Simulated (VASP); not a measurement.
# WC (P-6m2) in VASP: further runs, part 2 of 2

VASP 6.6.1. Earlier steps stand in the parts before.

## Step 3: Single point, PBEsol

INCAR reads:

```
ALGO = Normal
EDIFF = 1E-6
ENCUT = 910
GGA = PS
GGA_COMPAT = F
ISIF = 2
ISMEAR = 0
LASPH = T
LCHARG = F
LREAL = F
LWAVE = F
NBANDS = 16
NELM = 120
PREC = Accurate
SIGMA = 0.15
```

KPOINTS reads:

```
k-points
0
Gamma
  21 21 18
```

POSCAR reads:

```
WC
1.0
    2.9005014360      0.0000000000      0.0000000000
   -1.4502507180      2.5119079273      0.0000000000
    0.0000000000      0.0000000000      2.8290000000
W C
1 1
Direct
    0.0000000000      0.0000000000      0.0000000000
    0.6666666667      0.3333333333      0.5000000000
```

Potentials or basis: VASP PAW PBE potentials, release 64 (W_sv, C_h).

The run is started by

```console
$ cat potpaw_PBE.64/W_sv/POTCAR potpaw_PBE.64/C_h/POTCAR > POTCAR
$ mpirun -np 1 vasp_std > vasp.out
```

OUTCAR:

```text
EDIFF = 1E-6
   ENCUT = 910
   GGA = PS
   ISIF = 2
   ISMEAR = 0
   LASPH = T
   LREAL = F
   NELM = 120
   PREC = Accurate

 ion  position               nearest neighbor table
   1  0.000  0.000  0.000-   2 2.19   2 2.19   2 2.19   2 2.19   2 2.19   2 2.19
   2  0.667  0.333  0.500-   1 2.19   1 2.19   1 2.19   1 2.19   1 2.19   1 2.19

  LATTYP: Found a hexagonal cell.
 ALAT       =     2.9005014360
 C/A-ratio  =     0.9753485949

  Lattice vectors:

 A1 = (   2.9005014360,   0.0000000000,   0.0000000000)
 A2 = (  -1.4502507180,   2.5119079273,   0.0000000000)
 A3 = (   0.0000000000,   0.0000000000,   2.8290000000)

Analysis of symmetry for initial positions (statically):
=====================================================================
 Subroutine PRICEL returns:
 Original cell was already a primitive cell.

 Routine SETGRP: Setting up the symmetry group for a
 hexagonal supercell.

 Subroutine GETGRP returns: Found 12 space group operations
 (whereof 12 operations were pure point group operations)
 out of a pool of 24 trial point group operations.

The static configuration has the point symmetry D_3h.

Analysis of symmetry for dynamics (positions and initial velocities):
=====================================================================
 Subroutine PRICEL returns:
 Original cell was already a primitive cell.

 Routine SETGRP: Setting up the symmetry group for a
 hexagonal supercell.

 Subroutine GETGRP returns: Found 12 space group operations
 (whereof 12 operations were pure point group operations)
 out of a pool of 24 trial point group operations.

The dynamic configuration has the point symmetry D_3h.

 Subroutine INISYM returns: Found 12 space group operations
 (whereof 12 operations are pure point group operations),
 and found     1 'primitive' translations

----------------------------------------------------------------------------------------

                                     Primitive cell

  volume of cell :      20.6115

  direct lattice vectors                    reciprocal lattice vectors
     2.900501436  0.000000000  0.000000000     0.344767973  0.199051882  0.000000000
    -1.450250718  2.511907927  0.000000000     0.000000000  0.398103764  0.000000000
     0.000000000  0.000000000  2.829000000     0.000000000  0.000000000  0.353481796

  length of vectors
     2.900501436  2.900501436  2.829000000     0.398103764  0.398103764  0.353481796

  position of ions in fractional coordinates (direct lattice)
     0.000000000  0.000000000  0.000000000
     0.666666667  0.333333333  0.500000000

  ion indices of the primitive-cell ions
   primitive index   ion index
                 1           1
                 2           2

----------------------------------------------------------------------------------------

 KPOINTS: k-points

Automatic generation of k-mesh.
 Grid dimensions read from file:
 generate k-points for:   21   21   18

 Generating k-lattice:

  Cartesian coordinates                     Fractional coordinates (reciprocal lattice)
     0.016417523  0.009478661  0.000000000     0.047619048 -0.000000000  0.000000000
     0.000000000  0.018957322  0.000000000     0.000000000  0.047619048  0.000000000
     0.000000000  0.000000000  0.019637878     0.000000000  0.000000000  0.055555556

  Length of vectors
     0.018957322  0.018957322  0.019637878

  Shift w.r.t. Gamma in fractional coordinates (k-lattice)
     0.000000000  0.000000000  0.000000000

 Subroutine IBZKPT returns following result:
 ===========================================

 Found    480 irreducible k-points:

 Following reciprocal coordinates:
            Coordinates               Weight
  0.000000  0.000000  0.000000      1.000000
  0.047619  0.000000  0.000000      6.000000
  0.095238  0.000000  0.000000      6.000000
  0.142857  0.000000  0.000000      6.000000
  0.190476  0.000000  0.000000      6.000000
  0.238095 -0.000000  0.000000      6.000000
[... 16 lines left out ...]
  0.142857  0.095238  0.000000     12.000000
  0.190476  0.095238  0.000000     12.000000
 [... further k-points ...]
   k-points           NKPTS =    480   k-points in BZ     NKDIM =    480   number of bands    NBANDS=     16
   number of dos      NEDOS =    301   number of ions     NIONS =      2
   total plane-waves  NPLWV =  25200
   dimension x,y,z NGX =    30 NGY =   30 NGZ =   28
   dimension x,y,z NGXF=    60 NGYF=   60 NGZF=   56
   ions per type =               1   1
   NGX,Y,Z   is equivalent  to a cutoff of  17.19, 17.19, 16.45 a.u.
   NGXF,Y,Z  is equivalent  to a cutoff of  34.39, 34.39, 32.91 a.u.
 SYSTEM =  unknown system
   PREC   = accura    normal or accurate (medium, high low for compatibility)
   ISTART =      0    job   : 0-new  1-cont  2-samecut
   ICHARG =      2    charge: 1-file 2-atom 10-const
   ISPIN  =      1    spin polarized calculation?
   LNONCOLLINEAR =      F non collinear calculations
   LSORBIT =      F    spin-orbit coupling
   LASPH  =      T    aspherical Exc in radial PAW
   ENCUT  =  910.0 eV  66.88 Ry    8.18 a.u.   7.13  7.13  6.96*2*pi/ulx,y,z
   NELM   =    120;   NELMIN=  2; NELMDL= -5     # of ELM steps
   EDIFF  = 0.1E-05   stopping-criterion for ELM
   LREAL  =      F    real-space projection
   EDIFFG = 0.1E-04   stopping-criterion for IOM
   NSW    =      0    number of steps for IOM
   IBRION =     -1    ionic relax: 0-MD 1-quasi-New 2-CG
   NFREE  =      0    steps in history (QN), initial steepest desc. (CG)
   ISIF   =      2    stress and relaxation
   ISYM   =      2    0-nonsym 1-usesym 2-fastsym
   POTIM  = 0.5000    time-step for ionic-motion
   TEBEG  =    0.0;   TEEND  =   0.0 temperature during run
   PSTRESS=    0.0 pullay stress
   NELECT =      18.0000    total number of electrons
   NUPDOWN=      -1.0000    fix difference up-down
   EMIN   =  10.00;   EMAX   =-10.00  energy-range for DOS
   EFERMI =   0.00;   METHOD = LEGACY
   ISMEAR =     0;   SIGMA  =   0.15  broadening in eV -4-tet -1-fermi 0-gaus
   EFERMI_NEDOS =   21; number of points for ismear=-14 and -15
   IALGO  =     38    algorithm
   IMIX   =      4    mixing-type and parameters
     AMIX     =   0.40;   BMIX     =  1.00
     AMIX_MAG =   1.60;   BMIX_MAG =  1.00
  volume/ion in A,a.u.               =      10.31        69.55
  Fermi-wavevector in a.u.,A,eV,Ry     =   1.564813  2.957068 33.315762  2.448639
  Thomas-Fermi vector in A             =   2.667381
   LORBIT       =      0    0 simple, 1 ext, 2 COOP (PROOUT), +10 PAW based schemes
   GGA     = PS    functional components
   LHFCALC =     F    Hartree Fock is set to
   AEXX    =    0.0000 exact exchange contribution
   IVDW    =     0    specifies the selected vdW correction
   LEPSILON=     F    determine dielectric tensor
   LRPA    =     F    only Hartree local field effects (RPA)
 non-spin polarized calculation
 Gauss-broadening in eV      SIGMA  =   0.15
  energy-cutoff  :      910.00
  volume of cell :       20.61
 maximum number of plane-waves:      1311
 NGX is ok and might be reduce to    30
   NGX = 15   NGY = 15   NGZ = 13

 number of electron      18.0000001 magnetization

 Free energy of the ion-electron system (eV)
  ---------------------------------------------------
  ext. energy  EPLUGINS =         0.00000000
  ---------------------------------------------------
  free energy    TOTEN  =       -23.90792190 eV

  energy without entropy =      -23.90419855  energy(sigma->0) =      -23.90606022

 E-fermi :  11.3560     XC(G=0): -14.0046

 val. band max:       11.3428914790   @ k =   0.0952   0.0000   0.3333
 cond. band min:      11.3632095060   @ k =   0.4286   0.0476   0.5000
 fundamental gap:      0.0203180270
 Fermi energy:        11.3559754401

 k-point     1 :       0.0000    0.0000    0.0000
  band No.  band energies     occupation
      1     -62.5572      2.00000
      2     -26.5434      2.00000
      3     -26.4385      2.00000
      4     -26.4385      2.00000
      5      -3.1177      2.00000
      6       6.9945      2.00000
[... 8 lines left out ...]
     15      25.7359      0.00000
     16      28.1211      0.00000
[... 419 lines left out ...]
 k-point    24 :       0.1905    0.0952    0.0000
  band No.  band energies     occupation
      1     -62.5266      2.00000
      2     -26.8592      2.00000
      3     -26.5571      2.00000
      4     -26.4852      2.00000
      5      -1.6119      2.00000
      6       5.8253      2.00000
[... 8 lines left out ...]
     15      25.3920      0.00000
     16      29.5968      0.00000

 [... further k-points ...]
[... 5 lines left out ...]
  --------------------------------------------------------------------------------------
  -------------------------------------------------------------------------------------
  Total        0.0468460      0.0468460      0.0559959      0.0000000      0.0000000      0.0000000
  in kB        3.6414424      3.6414424      4.3526867      0.0000000      0.0000000      0.0000000
  external PRESSURE =       3.8785238 kB  Pullay stress =       0.0000000 kB

 VOLUME and BASIS-vectors are now :
 -----------------------------------------------------------------------------
  energy-cutoff  :      910.00
  volume of cell :       20.61
      direct lattice vectors                 reciprocal lattice vectors
     2.900501436  0.000000000  0.000000000     0.344767973  0.199051882  0.000000000
    -1.450250718  2.511907927  0.000000000     0.000000000  0.398103764  0.000000000
     0.000000000  0.000000000  2.829000000     0.000000000  0.000000000  0.353481796

 POSITION                                       TOTAL-FORCE (eV/Angst)
 -----------------------------------------------------------------------------------
      0.00000      0.00000      0.00000         0.000000      0.000000      0.000000
      1.45025      0.83730      1.41450        -0.000000      0.000000      0.000000
 -----------------------------------------------------------------------------------
    total drift:                               -0.000000      0.000000      0.000000

  FREE ENERGIE OF THE ION-ELECTRON SYSTEM (eV)
  ---------------------------------------------------
  free  energy   TOTEN  =       -23.9079219046 eV

  energy  without entropy=      -23.9041985451  energy(sigma->0) =      -23.90606022
```

OSZICAR:

```text
N       E                     dE             d eps       ncg     rms          rms(c)
DAV:   1     0.147154354148E+03    0.14715E+03   -0.13055E+04 15360   0.187E+03
DAV:   2    -0.213388105322E+02   -0.16849E+03   -0.16264E+03 18392   0.434E+02
DAV:   3    -0.267560942850E+02   -0.54173E+01   -0.53718E+01 17312   0.679E+01
DAV:   4    -0.267954942886E+02   -0.39400E-01   -0.39393E-01 19808   0.637E+00
DAV:   5    -0.267957367650E+02   -0.24248E-03   -0.24247E-03 17440   0.508E-01    0.335E+01
DAV:   6    -0.240044961980E+02    0.27912E+01   -0.52185E+00 21992   0.248E+01    0.931E+00
DAV:   7    -0.239405223699E+02    0.63974E-01   -0.38213E-01 15992   0.502E+00    0.628E+00
DAV:   8    -0.239088939509E+02    0.31628E-01   -0.68304E-02 18040   0.226E+00    0.879E-01
DAV:   9    -0.239080610955E+02    0.83286E-03   -0.24622E-03 16800   0.423E-01    0.109E-01
DAV:  10    -0.239079218934E+02    0.13920E-03   -0.31079E-04 19496   0.215E-01    0.272E-02
DAV:  11    -0.239079227445E+02   -0.85110E-06   -0.12045E-05 17704   0.361E-02    0.746E-03
DAV:  12    -0.239079219046E+02    0.83983E-06   -0.22843E-06 14944   0.132E-02
   1 F= -.23907922E+02 E0= -.23906060E+02  d E =-.372336E-02
```

Wall time 5.1 min (1 thread of Intel Xeon Platinum 8488C (Sapphire Rapids), shared host); peak memory 0.46 GiB.

What came out:

```yaml
Free_energy: -23.9079 eV
Pressure: 0.4 GPa
Band_gap_on_the_k_mesh: zero (bands 9 and 10 overlap by 1.29 eV)
```

Caveat: the cutoff is under 1.25 times the usual one of these potentials, so pressure, stress and relaxed cells hold a basis-set (Pulay) error; the PAW data sets were made with another functional, which shifts forces and pressure a little; spin-orbit coupling is left out, which moves the levels of the heavy elements.
